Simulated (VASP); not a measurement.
Input of a VASP 6.6.1 run:

The input INCAR:

```
PREC = Accurate ; ENCUT = 520
EDIFF = 1E-6 ; ISMEAR = 0
SIGMA = 0.15 ; LREAL = F
LASPH = T ; NELM = 80
ALGO = Fast ; ISIF = 2
LWAVE = F ; LCHARG = F
GGA = PE ; NBANDS = 18
```

KPOINTS

```
regular mesh
0
Gamma
  16 16 16
```

File POSCAR:

```
ZnCu
1.0
    3.1159171317     -0.3818383014     -0.3818383014
   -0.3818383014      3.1159171317     -0.3818383014
   -0.3818383014     -0.3818383014      3.1159171317
Zn Cu
1 1
Direct
    0.5000000000      0.5000000000      0.5000000000
    0.0000000000      0.0000000000      0.0000000000
```

Potentials or basis: VASP PAW PBE potentials, release 64 (Zn, Cu).

The run is started by

```console
$ cat potpaw_PBE.64/Zn/POTCAR potpaw_PBE.64/Cu/POTCAR > POTCAR
$ mpirun -np 1 vasp_std > vasp.out
```

(1) Predict the band gap on the k mesh.

(2) Predict the pressure.

## Answers

(1) zero (an odd number of electrons rules out a gap without spin polarisation).

(2) 25.0 GPa.

Caveat: the cell stands under pressure.
